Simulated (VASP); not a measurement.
Here is a VASP 6.6.1 calculation.

File INCAR:

```
SYSTEM = Ag
ALGO = Fast ; EDIFF = 1E-7
ENCUT = 520 ; GGA = PS
ISIF = 2 ; ISMEAR = 0
LASPH = .TRUE. ; LCHARG = .FALSE.
LREAL = .FALSE. ; LWAVE = .FALSE.
NBANDS = 18 ; NELM = 80
PREC = Accurate ; SIGMA = 0.15
```

The input KPOINTS:

```
k-points
0
G
  24 24 14
  0 0 0
```

POSCAR

```
Ag
1.0
    2.7523801617      0.0000000000      0.0000000000
   -1.3761900808      2.3836311409      0.0000000000
    0.0000000000      0.0000000000      4.6907149289
Ag
2
Direct
    0.3333333333      0.6666666667      0.2500000000
    0.6666666667      0.3333333333      0.7500000000
```

Potentials or basis: VASP PAW PBE potentials, release 64 (Ag).

Launch:

```sh
$ cat potpaw_PBE.64/Ag/POTCAR > POTCAR
$ mpirun -np 1 vasp_std > vasp.out
```

Predict the pressure.

12.0 GPa.

Estimate the band gap on the k mesh.

zero (bands 11 and 12 overlap by 8.08 eV).

Stress tensor (GPa, compression positive):
```
14.23  0.00  0.00
 0.00 14.23  0.00
 0.00  0.00  7.59
```

Caveat: the cell differs from its parent crystal (strain -0.040 along x and y, +0.000 along z); the stress differs along the axes, from 8 to 14 GPa; the PAW data sets were made with another functional, which shifts forces and pressure a little.
